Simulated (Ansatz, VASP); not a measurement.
## NbTe in VASP and in Ansatz

INCAR

```
ALGO = Normal
EDIFF = 1E-6
ENCUT = 520
GGA = PE
ISIF = 2
ISMEAR = 0
LASPH = True
LCHARG = True
LELF = True
LREAL = False
LVHAR = True
LWAVE = False
NBANDS = 16
NELM = 100
PREC = Accurate
SIGMA = 0.020999999999999998
```

KPOINTS

```
k-points
0
Gamma
  8 8 7
```

The input POSCAR:

```
NbTe
1.0
    3.7029743866      0.0000000000      0.0000000000
   -1.8514871933      3.2068698884      0.0000000000
    0.0000000000      0.0000000000      3.6942110000
Te Nb
1 1
Direct
    0.6666666667      0.3333333333      0.0000000000
    0.0000000000      0.0000000000      0.5000000000
```

The input input.yaml:

```yaml
crystal:
  lattice:
    - [3.7029743866, 0.0, 0.0]
    - [-1.8514871933, 3.2068698884, 0.0]
    - [0.0, 0.0, 3.694211]
  atoms:
    - { symbol: Te, position: [0.6666666667, 0.3333333333, 0.0] }
    - { symbol: Nb, position: [0.0, 0.0, 0.5] }
hamiltonian:
  xc: pbe
  pseudopotentials: { kind: paw }
kpoints:
  mp_grid: { grid: [8, 8, 7] }
scf:
  occupations: { method: gaussian, width: 0.021 }
output:
  forces: true
  stress: true
  eigenvalues: true
```

Alike in both runs: task single point; functional PBE; k mesh 8 × 8 × 7; occupations gaussian, width 0.021 eV; no spin polarisation.

```csv
,VASP,Ansatz
version,VASP 6.6.1,Ansatz 0.2.0
potentials or method,"VASP PAW PBE potentials, release 64 (Te, Nb_sv)",Ansatz PAW
plane-wave cutoff (eV),520,420
valence electrons in the cell,19,29
```

Ansatz gave:

* gap on the k mesh at the Fermi level (eV): none
* pressure (GPa): -0.6
* traceless stress, the component that is largest in VASP (GPa): 0.82

Estimate VASP's values.

gap on the k mesh at the Fermi level (eV): none; pressure (GPa): -0.8; traceless stress, the component that is largest in VASP (GPa): 0.77.

A gap of «none» marks a metal or a gap that the smearing closes. VASP's potentials hold 19 valence electrons a cell and Ansatz's 29, so a difference there can come from the potentials and not from the codes.

Neither program's run includes spin-orbit coupling.
